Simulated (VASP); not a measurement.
Input of a VASP 6.6.1 run:

File INCAR:

```
SYSTEM = GeW
  PREC = Accurate
  ENCUT = 520
  EDIFF = 1E-7
  ISMEAR = -1
  SIGMA = 0.05
  LREAL = .FALSE.
  LASPH = .TRUE.
  NELM = 60
  ALGO = Normal
  ISIF = 2
  LWAVE = .FALSE.
  LCHARG = .TRUE.
  GGA = PE
  LELF = .TRUE.
  LVHAR = .TRUE.
  NBANDS = 21
```

Contents of KPOINTS:

```
regular mesh
0
G
  15 15 15
  0 0 0
```

Contents of POSCAR:

```
GeW
1.0
    0.0000000000      2.1298122824      2.1298122824
    2.1298122824      0.0000000000      2.1298122824
    2.1298122824      2.1298122824      0.0000000000
W Ge
1 1
Direct
    0.0000000000      0.0000000000      0.0000000000
    0.5000000000      0.5000000000      0.5000000000
```

Potentials or basis: VASP PAW PBE potentials, release 64 (W_sv, Ge_d).

Run with:

```console
$ cat potpaw_PBE.64/W_sv/POTCAR potpaw_PBE.64/Ge_d/POTCAR > POTCAR
$ mpirun -np 1 vasp_std > vasp.out
```

**Question.** What does it give for the band gap on the k mesh?

**Answer.** Zero (bands 14 and 15 overlap by 4.00 eV).

**Question.** Predict the pressure.

**Answer.** 348.4 GPa.

Caveat: the cell stands under pressure; spin-orbit coupling is left out, which moves the levels of the heavy elements.
